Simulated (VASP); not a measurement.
Bi: single point with PBE

Crystal: Bi.

```
CELL_PARAMETERS angstrom
2.26750 1.30914 3.93800
-2.26750 1.30914 3.93800
0.00000 -2.61828 3.93800
ATOMIC_POSITIONS crystal
Bi 0.14976 0.14976 0.32976
Bi 0.85024 0.85024 0.67024
```

This cell differs from its parent crystal: shortest bond scaled by 0.64.

```json
{"Program": "VASP 6.6.1", "Task": "single point", "Functional": "PBE", "Potentials or basis": "VASP PAW PBE potentials, release 64 (Bi_d)", "Cutoff": "520 eV", "k mesh": "8 × 8 × 8", "Occupations": "fermi-dirac, width 0.05 eV", "Spin": "no spin polarisation", "Dipole correction": "no", "Further INCAR settings": "ALGO = Normal; EDIFF = 1e-06; NBANDS = 22"}
```

| Quantity | Value |
| --- | --- |
| Pressure | 62.6 GPa |
| Largest force | 40.129 eV/Å |
| Band gap on the k mesh | zero (bands 15 and 16 overlap by 1.19 eV) |

Forces in eV/Å, atoms in the order of the input:
```
Bi    0.000  34.067  21.208
Bi    0.000 -34.067 -21.208
```

Stress tensor (GPa, compression positive):
```
  2.59   0.00   0.00
  0.00 135.75  79.65
  0.00  79.65  49.42
```

Levels at points of the mesh, in eV from the Fermi level:
| k point | band 12 | band 13 | band 14 | band 15 | band 16 | band 17 | band 18 | band 19 |
| --- | --- | --- | --- | --- | --- | --- | --- | --- |
| (0.00, 0.00, 0.00) | -5.87 | -2.16 | -0.53 | -0.31 | 0.50 | 0.75 | 5.57 | 6.02 |
| (0.50, 0.00, 0.00) | -8.21 | -2.58 | -1.87 | -1.73 | 1.76 | 2.17 | 4.86 | 6.60 |
| (0.00, 0.00, 0.50) | -8.72 | -2.28 | -2.15 | -1.48 | 1.79 | 2.72 | 4.69 | 6.92 |
| (0.50, 0.50, 0.00) | -9.16 | -3.46 | -3.28 | -1.71 | 2.88 | 5.84 | 6.01 | 7.51 |
| (0.50, 0.00, 0.50) | -7.54 | -4.86 | -2.03 | -1.09 | -1.01 | 6.52 | 7.31 | 7.52 |
| (0.50, 0.50, 0.50) | -7.75 | -2.42 | -1.89 | -1.39 | 1.56 | 2.65 | 4.89 | 6.25 |

It took 3.3 min on 1 thread of Intel(R) Xeon(R) Platinum 8488C (Sapphire Rapids), with other jobs on the host, peak memory 0.32 GiB.

Caveat: the cell differs from its parent crystal (shortest bond scaled by 0.64); atoms lie so close that the PAW spheres overlap strongly, which falsifies energies and pressures; the cell stands under pressure; spin-orbit coupling is left out, which moves the levels of the heavy elements; forces of over 1 eV/Å act on the atoms, so gaps and moduli don't describe the material at rest.
